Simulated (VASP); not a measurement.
# PtS2 in VASP: further runs

The runs below take PtS2 through single point, with PBE+D3(BJ).

Everything below comes from runs of VASP 6.6.1. Logs are shortened: lines on timing, memory, paths and dates and some standing lists are left out, and cuts for length are marked.

**1. The cell of the first run**

The cell holds a slab with vacuum, 6 atoms: a = 3.542 Å, b = 3.542 Å, c = 22.467 Å, α = 90.00°, β = 90.00°, γ = 120.00°.

**2. Single point, PBE+D3(BJ)**

Input file INCAR:

```
  PREC = Accurate
  ENCUT = 520
  EDIFF = 1E-7
  ISMEAR = 0
  SIGMA = 0.05
  LREAL = F
  LASPH = T
  NELM = 80
  ALGO = Normal
  ISIF = 2
  LWAVE = F
  LCHARG = F
  LDIPOL = T
  IDIPOL = 3
  DIPOL = 0.5 0.5 0.394
  GGA = PE
  IVDW = 12
  NBANDS = 31
```

Input file KPOINTS:

```
Automatic mesh
0
Gamma
  9 9 1
```

Input file POSCAR:

```
PtS2
1.0
    3.5415278079      0.0000000000      0.0000000000
   -1.7707639039      3.0670530498      0.0000000000
    0.0000000000      0.0000000000     22.4670615492
S Pt
4 2
Direct
    0.6666666667      0.3333333333      0.2002932155
    0.3333333333      0.6666666667      0.3108341854
    0.3333333333      0.6666666667      0.4773001022
    0.0000000000      1.0000000000      0.5878410722
    0.0000000000      0.0000000000      0.2555637004
   -0.3333333333      0.3333333333      0.5325705872
```

Potentials or basis: VASP PAW PBE potentials, release 64 (S, Pt).

Run with:

```bash
$ cat potpaw_PBE.64/S/POTCAR potpaw_PBE.64/Pt/POTCAR > POTCAR
$ mpirun -np 1 vasp_std > vasp.out
```

OUTCAR:

```text
PREC = Accurate
   ENCUT = 520
   EDIFF = 1E-7
   ISMEAR = 0
   LREAL = F
   LASPH = T
   NELM = 80
   ISIF = 2
   GGA = PE
   IVDW = 12
 IVDW          = 12

 ion  position               nearest neighbor table
   1  0.667  0.333  0.200-   5 2.39   5 2.39   5 2.39
   2  0.333  0.667  0.311-   5 2.39   5 2.39   5 2.39
   3  0.333  0.667  0.477-   6 2.39   6 2.39   6 2.39
   4  0.000  0.000  0.588-   6 2.39   6 2.39   6 2.39
   5  0.000  0.000  0.256-   1 2.39   1 2.39   1 2.39   2 2.39   2 2.39   2 2.39
   6  0.667  0.333  0.533-   3 2.39   4 2.39   3 2.39   4 2.39   4 2.39   3 2.39

  LATTYP: Found a hexagonal cell.
 ALAT       =     3.5415278079
 C/A-ratio  =     6.3438896340

  Lattice vectors:

 A1 = (   3.5415278079,   0.0000000000,   0.0000000000)
 A2 = (  -1.7707639039,   3.0670530498,   0.0000000000)
 A3 = (   0.0000000000,   0.0000000000,  22.4670615492)

Analysis of symmetry for initial positions (statically):
=====================================================================
 Subroutine PRICEL returns:
 Original cell was already a primitive cell.

 Routine SETGRP: Setting up the symmetry group for a
 hexagonal supercell.

 Subroutine GETGRP returns: Found 12 space group operations
 (whereof  6 operations were pure point group operations)
 out of a pool of 24 trial point group operations.

The static configuration has the point symmetry C_3v.
 The point group associated with its full space group is D_3d.

Analysis of symmetry for dynamics (positions and initial velocities):
=====================================================================
 Subroutine PRICEL returns:
 Original cell was already a primitive cell.

 Routine SETGRP: Setting up the symmetry group for a
 hexagonal supercell.

 Subroutine GETGRP returns: Found 12 space group operations
 (whereof  6 operations were pure point group operations)
 out of a pool of 24 trial point group operations.

The dynamic configuration has the point symmetry C_3v.
 The point group associated with its full space group is D_3d.

 Subroutine INISYM returns: Found 12 space group operations
 (whereof  6 operations are pure point group operations),
 and found     1 'primitive' translations

----------------------------------------------------------------------------------------

                                     Primitive cell

  volume of cell :     244.0384

  direct lattice vectors                    reciprocal lattice vectors
     3.541527808  0.000000000  0.000000000     0.282364012  0.163022938  0.000000000
    -1.770763904  3.067053050  0.000000000     0.000000000  0.326045877  0.000000000
     0.000000000  0.000000000 22.467061549     0.000000000  0.000000000  0.044509603

  length of vectors
     3.541527808  3.541527808 22.467061549     0.326045877  0.326045877  0.044509603

  position of ions in fractional coordinates (direct lattice)
     0.666666667  0.333333333  0.200293215
     0.333333333  0.666666667  0.310834185
     0.333333333  0.666666667  0.477300102
     0.000000000  0.000000000  0.587841072
     0.000000000  0.000000000  0.255563700
     0.666666667  0.333333333  0.532570587

  ion indices of the primitive-cell ions
   primitive index   ion index
                 1           1
                 2           2
                 3           3
                 4           4
                 5           5
                 6           6

----------------------------------------------------------------------------------------

 KPOINTS: Automatic mesh

Automatic generation of k-mesh.
 Grid dimensions read from file:
 generate k-points for:    9    9    1

 Generating k-lattice:

  Cartesian coordinates                     Fractional coordinates (reciprocal lattice)
     0.031373779  0.018113660  0.000000000     0.111111111 -0.000000000  0.000000000
     0.000000000  0.036227320  0.000000000     0.000000000  0.111111111  0.000000000
     0.000000000  0.000000000  0.044509603     0.000000000  0.000000000  1.000000000

  Length of vectors
     0.036227320  0.036227320  0.044509603

  Shift w.r.t. Gamma in fractional coordinates (k-lattice)
     0.000000000  0.000000000  0.000000000

 Subroutine IBZKPT returns following result:
 ===========================================

 Found     12 irreducible k-points:

 Following reciprocal coordinates:
            Coordinates               Weight
  0.000000  0.000000  0.000000      1.000000
  0.111111 -0.000000  0.000000      6.000000
  0.222222  0.000000  0.000000      6.000000
  0.333333 -0.000000  0.000000      6.000000
  0.444444  0.000000  0.000000      6.000000
  0.111111  0.111111  0.000000      6.000000
  0.222222  0.111111  0.000000     12.000000
  0.333333  0.111111  0.000000     12.000000
  0.444444  0.111111  0.000000      6.000000
  0.222222  0.222222  0.000000      6.000000
  0.333333  0.222222  0.000000     12.000000
  0.333333  0.333333  0.000000      2.000000
   k-points           NKPTS =     12   k-points in BZ     NKDIM =     12   number of bands    NBANDS=     31
   number of dos      NEDOS =    301   number of ions     NIONS =      6
   total plane-waves  NPLWV = 131712
   dimension x,y,z NGX =    28 NGY =   28 NGZ =  168
   dimension x,y,z NGXF=    56 NGYF=   56 NGZF=  336
   ions per type =               4   2
   NGX,Y,Z   is equivalent  to a cutoff of  13.14, 13.14, 12.43 a.u.
   NGXF,Y,Z  is equivalent  to a cutoff of  26.29, 26.29, 24.86 a.u.
 SYSTEM =  unknown system
   PREC   = accura    normal or accurate (medium, high low for compatibility)
   ISTART =      0    job   : 0-new  1-cont  2-samecut
   ICHARG =      2    charge: 1-file 2-atom 10-const
   ISPIN  =      1    spin polarized calculation?
   LNONCOLLINEAR =      F non collinear calculations
   LSORBIT =      F    spin-orbit coupling
   LASPH  =      T    aspherical Exc in radial PAW
   ENCUT  =  520.0 eV  38.22 Ry    6.18 a.u.   6.58  6.58 41.77*2*pi/ulx,y,z
   NELM   =     80;   NELMIN=  2; NELMDL= -5     # of ELM steps
   EDIFF  = 0.1E-06   stopping-criterion for ELM
   LREAL  =      F    real-space projection
   EDIFFG = 0.1E-05   stopping-criterion for IOM
   NSW    =      0    number of steps for IOM
   IBRION =     -1    ionic relax: 0-MD 1-quasi-New 2-CG
   NFREE  =      0    steps in history (QN), initial steepest desc. (CG)
   ISIF   =      2    stress and relaxation
   ISYM   =      2    0-nonsym 1-usesym 2-fastsym
   POTIM  = 0.5000    time-step for ionic-motion
   TEBEG  =    0.0;   TEEND  =   0.0 temperature during run
   PSTRESS=    0.0 pullay stress
   NELECT =      44.0000    total number of electrons
   NUPDOWN=      -1.0000    fix difference up-down
   EMIN   =  10.00;   EMAX   =-10.00  energy-range for DOS
   EFERMI =   0.00;   METHOD = LEGACY
   ISMEAR =     0;   SIGMA  =   0.05  broadening in eV -4-tet -1-fermi 0-gaus
   EFERMI_NEDOS =   21; number of points for ismear=-14 and -15
   IALGO  =     38    algorithm
   IMIX   =      4    mixing-type and parameters
     AMIX     =   0.40;   BMIX     =  1.00
     AMIX_MAG =   1.60;   BMIX_MAG =  1.00
  volume/ion in A,a.u.               =      40.67       274.48
  Fermi-wavevector in a.u.,A,eV,Ry     =   0.924854  1.747720 11.637800  0.855354
  Thomas-Fermi vector in A             =   2.050645
   LORBIT       =      0    0 simple, 1 ext, 2 COOP (PROOUT), +10 PAW based schemes
   GGA     = PE    functional components
   LHFCALC =     F    Hartree Fock is set to
   AEXX    =    0.0000 exact exchange contribution
   IVDW    =    12    specifies the selected vdW correction
   LEPSILON=     F    determine dielectric tensor
   LRPA    =     F    only Hartree local field effects (RPA)
 non-spin polarized calculation
 Gauss-broadening in eV      SIGMA  =   0.05
  energy-cutoff  :      520.00
  volume of cell :      244.04
 maximum number of plane-waves:      6671
 NGX is ok and might be reduce to    28
   NGX = 13   NGY = 13   NGZ = 83

 dipolmoment           0.000000      0.000000      0.000002 electrons x Angstroem

 number of electron      44.0000001 magnetization

 dipolmoment           0.000000      0.000000     -0.000006 electrons x Angstroem

 Free energy of the ion-electron system (eV)
  ---------------------------------------------------
  ext. energy  EPLUGINS =         0.00000000
  ---------------------------------------------------
  free energy    TOTEN  =       -30.89294869 eV

  energy without entropy =      -30.89294869  energy(sigma->0) =      -30.89294869

 E-fermi :  -0.3601     XC(G=0):  -5.4895

 val. band max:       -0.6484362061   @ k =   0.1111   0.1111   0.0000
 cond. band min:       0.8674037635   @ k =   0.2222   0.0000   0.0000
 fundamental gap:      1.5158399696
 Fermi energy:        -0.3600999348

 k-point     1 :       0.0000    0.0000    0.0000
  band No.  band energies     occupation
      1     -14.8951      2.00000
      2     -14.8698      2.00000
      3     -12.7143      2.00000
      4     -12.6513      2.00000
      5      -6.3840      2.00000
      6      -6.3840      2.00000
[... 23 lines left out ...]
     30       5.4242      0.00000
     31       5.4973      0.00000

 k-point     2 :       0.1111   -0.0000    0.0000
  band No.  band energies     occupation
      1     -14.7410      2.00000
      2     -14.7153      2.00000
      3     -12.7439      2.00000
      4     -12.6853      2.00000
      5      -6.3865      2.00000
      6      -6.3632      2.00000
[... 23 lines left out ...]
     30       5.9224      0.00000
     31       6.0639      0.00000

 k-point     3 :       0.2222    0.0000    0.0000
  band No.  band energies     occupation
      1     -14.3142      2.00000
      2     -14.2873      2.00000
      3     -12.8202      2.00000
      4     -12.7718      2.00000
      5      -6.3329      2.00000
      6      -6.2744      2.00000
[... 295 lines left out ...]
     30       7.6124      0.00000
     31       7.7782      0.00000

 k-point    12 :       0.3333    0.3333    0.0000
  band No.  band energies     occupation
      1     -12.9922      2.00000
      2     -12.9530      2.00000
      3     -12.9530      2.00000
      4     -12.9319      2.00000
      5      -6.2105      2.00000
      6      -6.2104      2.00000
[... 23 lines left out ...]
     30       7.8964      0.00000
     31       7.9624      0.00000

------------------------ aborting loop because EDIFF is reached ----------------------------------------

 vacuum level on the upper side and lower side of the slab       (xc-potential included)        -0.232        -0.234

 Edisp (eV)   -1.84496

 E8    (eV) :    -0.7654

  FORCE on cell =-STRESS in cart. coord.  units (eV):
  Direction    XX          YY          ZZ          XY          YZ          ZX
  --------------------------------------------------------------------------------------
  -------------------------------------------------------------------------------------
  Total      -0.48154    -0.48154    -0.61583    -0.00000     0.00000     0.00000
  in kB      -3.16144    -3.16144    -4.04312    -0.00000     0.00000     0.00000
  external pressure =       -3.46 kB  Pullay stress =        0.00 kB

 VOLUME and BASIS-vectors are now :
 -----------------------------------------------------------------------------
  energy-cutoff  :      520.00
  volume of cell :      244.04
      direct lattice vectors                 reciprocal lattice vectors
     3.541527808  0.000000000  0.000000000     0.282364012  0.163022938  0.000000000
    -1.770763904  3.067053050  0.000000000     0.000000000  0.326045877  0.000000000
     0.000000000  0.000000000 22.467061549     0.000000000  0.000000000  0.044509603

 POSITION                                       TOTAL-FORCE (eV/Angst)
 -----------------------------------------------------------------------------------
      1.77076      1.02235      4.50000         0.000000      0.000000      0.043878
     -0.00000      2.04470      6.98353         0.000000     -0.000000     -0.017906
     -0.00000      2.04470     10.72353        -0.000000     -0.000000      0.017906
      0.00000      0.00000     13.20706         0.000000      0.000000     -0.043878
      0.00000      0.00000      5.74177        -0.000000      0.000000      0.036278
      1.77076      1.02235     11.96530         0.000000     -0.000000     -0.036278
 -----------------------------------------------------------------------------------
    total drift:                               -0.000000      0.000000     -0.000194

  FREE ENERGIE OF THE ION-ELECTRON SYSTEM (eV)
  ---------------------------------------------------
  free  energy   TOTEN  =       -32.7379049126 eV

  energy  without entropy=      -32.7379049126  energy(sigma->0) =      -32.73790491

 vacuum level on the upper side and lower side of the slab         5.268         5.267
```

It took 4.2 min on 1 thread of Intel Xeon 8259CL, shared host; peak memory 0.39 GiB.

What came out:

```yaml
Free_energy: -32.7379 eV
Largest_force: 0.044 eV/Å
Band_gap_on_the_k_mesh: 1.52 eV (least direct gap 1.61 eV)
Dispersion_energy_per_atom: -0.307 eV
```

Forces on the atoms (eV/Å):
```
S    0.000  0.000  0.044
S    0.000  0.000 -0.018
S    0.000  0.000  0.018
S    0.000  0.000 -0.044
Pt   0.000  0.000  0.036
Pt   0.000  0.000 -0.036
```

Caveat: spin-orbit coupling is left out, which moves the levels of the heavy elements.

**3. Single point, PBE+D3(BJ)**

Input file INCAR:

```
ALGO     = Normal         # electronic algorithm
DIPOL    = 0.5 0.5 0.416
EDIFF    = 1E-7           # SCF threshold, eV
ENCUT    = 520            # plane-wave cutoff, eV
GGA      = PE             # functional
IDIPOL   = 3            
ISIF     = 2              # what is computed and relaxed
ISMEAR   = 0              # smearing method
IVDW     = 12             # dispersion correction
LASPH    = True           # aspherical terms in the spheres
LCHARG   = False          # write CHGCAR
LDIPOL   = True         
LREAL    = False          # projectors in reciprocal space
LWAVE    = False          # write WAVECAR
NBANDS   = 31             # bands
NELM     = 100            # most SCF steps
PREC     = Accurate       # precision mode
SIGMA    = 0.05           # smearing width, eV
```

Input file KPOINTS:

```
k-points
0
Gamma
  9 9 1
```

Input file POSCAR:

```
PtS2
1.0
    3.5415278079      0.0000000000      0.0000000000
   -1.7707639039      3.0670530498      0.0000000000
    0.0000000000      0.0000000000     22.4670615492
S Pt
4 2
Direct
    0.6666666667      0.3333333333      0.2002932155
    0.3333333333      0.6666666667      0.3108341854
    0.3333333333      0.6666666667      0.5218097057
    0.0000000000      1.0000000000      0.6323506756
    0.0000000000      0.0000000000      0.2555637004
   -0.3333333333      0.3333333333      0.5770801906
```

Potentials or basis: VASP PAW PBE potentials, release 64 (S, Pt).

Run with:

```bash
$ cat potpaw_PBE.64/S/POTCAR potpaw_PBE.64/Pt/POTCAR > POTCAR
$ mpirun -np 1 vasp_std > vasp.out
```

It took 5.7 min on 1 thread of Intel Xeon 8259CL, shared host; peak memory 0.36 GiB.

It converged, with:

```yaml
Free_energy: -32.6615 eV
Largest_force: 0.043 eV/Å
Band_gap_on_the_k_mesh: 1.76 eV (least direct gap 1.83 eV)
Dispersion_energy_per_atom: -0.292 eV
```

Forces on the atoms (eV/Å):
```
S    0.000  0.000  0.043
S    0.000  0.000 -0.001
S    0.000  0.000  0.001
S    0.000  0.000 -0.043
Pt   0.000  0.000  0.022
Pt   0.000  0.000 -0.022
```

Levels at points of the mesh, in eV from the valence-band top:
| k point | band 20 | band 21 | band 22 | band 23 | band 24 | band 25 |
| --- | --- | --- | --- | --- | --- | --- |
| (0.00, 0.00, 0.00) | -0.24 | -0.24 | -0.24 | 3.23 | 3.23 | 3.24 |

Caveat: spin-orbit coupling is left out, which moves the levels of the heavy elements.
